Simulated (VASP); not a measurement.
# InSe (rvv) (R3m) in VASP: single point with r2SCAN+rVV10

Aim: the single point of InSe (rvv) with r2SCAN+rVV10.

Everything below comes from runs of VASP 6.6.1. Logs are shortened: lines on timing, memory, paths and dates and some standing lists are left out, and cuts for length are marked.

**Experimental background.**

“The Interaction of Hydrogen with the van der Waals Crystal γ-InSe”, 2020, pmc:7321205 reports, for a bulk crystal of InSe at 300 K: band gap 1.25 eV.

How close the calculation comes is told below.

## (1) The cell of the first run

The structure is trigonal, space group R3m (No. 160). The conventional cell has a = 4.000 Å, b = 4.000 Å, c = 25.320 Å, α = 90.00°, β = 90.00°, γ = 120.00°. Within 3.5 Å of In (site symmetry 3m) lie 3 Se at 2.64 Å and 1 In at 2.82 Å. Within 3.5 Å of In (site symmetry 3m) lie 3 Se at 2.63 Å and 1 In at 2.82 Å. Se (site symmetry 3m) has 3 In at 2.64 Å within 3.5 Å. Se (site symmetry 3m) has 3 In at 2.63 Å within 3.5 Å.

## (2) Single point, r2SCAN+rVV10

POSCAR

```
InSe
1.0
    2.0000000000      1.1547005384      8.4400000000
   -2.0000000000      1.1547005384      8.4400000000
    0.0000000000     -2.3094010768      8.4400000000
In Se
2 2
Direct
    0.0000000000      0.0000000000      0.0000000000
    0.1114000000      0.1114000000      0.1114000000
    0.6165000000      0.6165000000      0.6165000000
    0.8281000000      0.8281000000      0.8281000000
```

INCAR.step1

```
SYSTEM = InSe
  ALGO = Normal
  EDIFF = 1E-4
  ENCUT = 520
  GGA = PE
  ISMEAR = 0
  LASPH = .TRUE.
  LCHARG = .FALSE.
  LREAL = .FALSE.
  LWAVE = .TRUE.
  NBANDS = 27
  NELM = 100
  PREC = Accurate
  SIGMA = 0.1
```

INCAR.step2

```
SYSTEM = InSe
  ALGO = Normal
  BPARAM = 11.95
  CPARAM = 0.0093
  EDIFF = 1E-6
  ENCUT = 520
  ISIF = 2
  ISMEAR = 0
  ISTART = 1
  IVDW_NL = 2
  LASPH = .TRUE.
  LCHARG = .FALSE.
  LMIXTAU = .TRUE.
  LREAL = .FALSE.
  LUSE_VDW = .TRUE.
  LWAVE = .FALSE.
  METAGGA = R2SCAN
  NBANDS = 27
  NELM = 100
  PREC = Accurate
  SIGMA = 0.1
```

KPOINTS

```
k-points
0
G
  6 6 6
  0 0 0
```

Potentials or basis: VASP PAW PBE potentials, release 64 (In_d, Se).

Started as:

```console
> cat potpaw_PBE.64/In_d/POTCAR potpaw_PBE.64/Se/POTCAR > POTCAR
> cp INCAR.step1 INCAR
> mpirun -np 1 vasp_std > vasp.out
> cp INCAR.step2 INCAR
> mpirun -np 1 vasp_std > vasp.out
```

OUTCAR:

```text
SYSTEM = InSe
   BPARAM = 11.95
   EDIFF = 1E-6
   ENCUT = 520
   ISIF = 2
   ISMEAR = 0
   ISTART = 1
   IVDW_NL = 2
   LASPH = .TRUE.
   LREAL = .FALSE.
   METAGGA = R2SCAN
   NELM = 100
   PREC = Accurate

 ion  position               nearest neighbor table
   1  0.000  0.000  0.000-   3 2.64   3 2.64   3 2.64   2 2.82
   2  0.111  0.111  0.111-   4 2.63   4 2.63   4 2.63   1 2.82
   3  0.617  0.617  0.617-   1 2.64   1 2.64   1 2.64
   4  0.828  0.828  0.828-   2 2.63   2 2.63   2 2.63

  LATTYP: Found a trigonal (rhomboedric) cell.
 ALAT       =     8.7502533297
 COS(alpha) =     0.8955162542

  Lattice vectors:

 A1 = (   2.0000000000,   1.1547005384,   8.4400000000)
 A2 = (  -2.0000000000,   1.1547005384,   8.4400000000)
 A3 = (   0.0000000000,  -2.3094010768,   8.4400000000)

Analysis of symmetry for initial positions (statically):
=====================================================================
 Subroutine PRICEL returns:
 Original cell was already a primitive cell.

 Routine SETGRP: Setting up the symmetry group for a
 trigonal (rhombohedral) supercell.

 Subroutine GETGRP returns: Found  6 space group operations
 (whereof  6 operations were pure point group operations)
 out of a pool of 12 trial point group operations.

The static configuration has the point symmetry C_3v.

Analysis of symmetry for dynamics (positions and initial velocities):
=====================================================================
 Subroutine PRICEL returns:
 Original cell was already a primitive cell.

 Routine SETGRP: Setting up the symmetry group for a
 trigonal (rhombohedral) supercell.

 Subroutine GETGRP returns: Found  6 space group operations
 (whereof  6 operations were pure point group operations)
 out of a pool of 12 trial point group operations.

The dynamic configuration has the point symmetry C_3v.

 Subroutine INISYM returns: Found  6 space group operations
 (whereof  6 operations are pure point group operations),
 and found     1 'primitive' translations

----------------------------------------------------------------------------------------

                                     Primitive cell

  volume of cell :     116.9481

  direct lattice vectors                    reciprocal lattice vectors
     2.000000000  1.154700538  8.440000000     0.250000000  0.144337567  0.039494471
[... 85 lines left out ...]
   LNONCOLLINEAR =      F non collinear calculations
   LSORBIT =      F    spin-orbit coupling
   LASPH  =      T    aspherical Exc in radial PAW
   ENCUT  =  520.0 eV  38.22 Ry    6.18 a.u.  16.27 16.27 16.27*2*pi/ulx,y,z
   NELM   =    100;   NELMIN=  2; NELMDL=  0     # of ELM steps
   EDIFF  = 0.1E-05   stopping-criterion for ELM
   LREAL  =      F    real-space projection
   EDIFFG = 0.1E-04   stopping-criterion for IOM
   NSW    =      0    number of steps for IOM
   IBRION =     -1    ionic relax: 0-MD 1-quasi-New 2-CG
   NFREE  =      0    steps in history (QN), initial steepest desc. (CG)
   ISIF   =      2    stress and relaxation
   ISYM   =      2    0-nonsym 1-usesym 2-fastsym
   POTIM  = 0.5000    time-step for ionic-motion
   TEBEG  =    0.0;   TEEND  =   0.0 temperature during run
   PSTRESS=    0.0 pullay stress
   NELECT =      38.0000    total number of electrons
   NUPDOWN=      -1.0000    fix difference up-down
   EMIN   =  10.00;   EMAX   =-10.00  energy-range for DOS
   EFERMI =   0.00;   METHOD = LEGACY
   ISMEAR =     0;   SIGMA  =   0.10  broadening in eV -4-tet -1-fermi 0-gaus
   EFERMI_NEDOS =   21; number of points for ismear=-14 and -15
   IALGO  =     38    algorithm
   IMIX   =      4    mixing-type and parameters
     AMIX     =   0.40;   BMIX     =  1.00
     AMIX_MAG =   1.60;   BMIX_MAG =  1.00
  volume/ion in A,a.u.               =      29.24       197.30
  Fermi-wavevector in a.u.,A,eV,Ry     =   1.125481  2.126852 17.234615  1.266709
  Thomas-Fermi vector in A             =   2.262159
   LORBIT       =      0    0 simple, 1 ext, 2 COOP (PROOUT), +10 PAW based schemes
   METAGGA = R2SCAN    functional components
   LHFCALC =     F    Hartree Fock is set to
   AEXX    =    0.0000 exact exchange contribution
   IVDW_NL    =     2    kernel type
   BPARAM     =11.9500
   IVDW    =     0    specifies the selected vdW correction
   LEPSILON=     F    determine dielectric tensor
   LRPA    =     F    only Hartree local field effects (RPA)
 non-spin polarized calculation
 Gauss-broadening in eV      SIGMA  =   0.10
  energy-cutoff  :      520.00
  volume of cell :      116.95
 maximum number of plane-waves:      3181
 NGX is ok and might be reduce to    70
   NGX = 33   NGY = 33   NGZ = 33

 number of electron      37.9999998 magnetization

 Free energy of the ion-electron system (eV)
  ---------------------------------------------------
  ext. energy  EPLUGINS =         0.00000000
  ---------------------------------------------------
  free energy    TOTEN  =       -75.35604457 eV

  energy without entropy =      -75.35604457  energy(sigma->0) =      -75.35604457

 E-fermi :   4.2792     XC(G=0):  -9.5035

 val. band max:        3.8605641397   @ k =   0.5000   0.5000   0.5000
 cond. band min:       4.6862728349   @ k =   0.5000   0.5000   0.5000
 fundamental gap:      0.8257086952
 Fermi energy:         4.2791594673

 k-point     1 :       0.0000    0.0000    0.0000
  band No.  band energies     occupation
      1     -11.3946      2.00000
      2     -11.2234      2.00000
      3     -11.2234      2.00000
      4     -11.1437      2.00000
      5     -11.1437      2.00000
      6     -11.1068      2.00000
[... 709 lines left out ...]
     26      11.5108      0.00000
     27      11.8943      0.00000

 [... further k-points ...]
[... 5 lines left out ...]
  --------------------------------------------------------------------------------------
  -------------------------------------------------------------------------------------
  Total        0.5424218      0.5424218     -0.2855949      0.0000000      0.0000000      0.0000000
  in kB        7.4311264      7.4311264     -3.9126220      0.0000000      0.0000000      0.0000000
  external PRESSURE =       3.6498769 kB  Pullay stress =       0.0000000 kB

 VOLUME and BASIS-vectors are now :
 -----------------------------------------------------------------------------
  energy-cutoff  :      520.00
  volume of cell :      116.95
      direct lattice vectors                 reciprocal lattice vectors
     2.000000000  1.154700538  8.440000000     0.250000000  0.144337567  0.039494471
    -2.000000000  1.154700538  8.440000000    -0.250000000  0.144337567  0.039494471
     0.000000000 -2.309401077  8.440000000     0.000000000 -0.288675135  0.039494471

 POSITION                                       TOTAL-FORCE (eV/Angst)
 -----------------------------------------------------------------------------------
      0.00000      0.00000      0.00000         0.000000      0.000000      0.245388
      0.00000      0.00000      2.82065         0.000000     -0.000000     -0.261016
      0.00000      0.00000     15.60978         0.000000      0.000000     -0.069231
      0.00000      0.00000     20.96749         0.000000      0.000000      0.084858
 -----------------------------------------------------------------------------------
    total drift:                               -0.000000     -0.000000      0.001096

  FREE ENERGIE OF THE ION-ELECTRON SYSTEM (eV)
  ---------------------------------------------------
  free  energy   TOTEN  =       -75.3560445685 eV

  energy  without entropy=      -75.3560445684  energy(sigma->0) =      -75.35604457
```

OUTCAR.step1:

```text
SYSTEM = InSe
   EDIFF = 1E-4
   ENCUT = 520
   GGA = PE
   ISMEAR = 0
   LASPH = .TRUE.
   LREAL = .FALSE.
   NELM = 100
[... 948 lines left out ...]
      0.00000      0.00000      2.82065         0.000000     -0.000000     -0.382106
      0.00000      0.00000     15.60978         0.000000      0.000000     -0.257213
      0.00000      0.00000     20.96749         0.000000     -0.000000      0.273069
 -----------------------------------------------------------------------------------
    total drift:                               -0.000000     -0.000000     -0.000431

  FREE ENERGIE OF THE ION-ELECTRON SYSTEM (eV)
  ---------------------------------------------------
  free  energy   TOTEN  =       -14.1316606394 eV

  energy  without entropy=      -14.1316550625  energy(sigma->0) =      -14.13165785
```

Wall time 33 min (1 thread of Intel Xeon Platinum 8488C (Sapphire Rapids), shared host); peak memory 2 GiB.

Results:

```yaml
Free_energy: -75.3560 eV
Pressure: 0.4 GPa
Largest_force: 0.261 eV/Å
Band_gap_on_the_k_mesh: 0.83 eV, direct
```

Forces on the atoms (eV/Å):
```
In   0.000  0.000  0.245
In   0.000  0.000 -0.261
Se   0.000  0.000 -0.069
Se   0.000  0.000  0.085
```

Caveat: the PAW data sets were made with another functional, which shifts forces and pressure a little; spin-orbit coupling is left out, which moves the levels of the heavy elements.

## (3) Against experiment

Step 2. Against the measured gap of InSe, 1.25 eV (300 K; “The Interaction of Hydrogen with the van der Waals Crystal γ-InSe”, 2020, pmc:7321205), the calculated 0.83 eV is off by -0.42 eV. Spin-orbit coupling on In, Se is left out. The value is that of r2SCAN+rVV10 on a finite k mesh, which can miss the band edges, without temperature or zero-point motion.
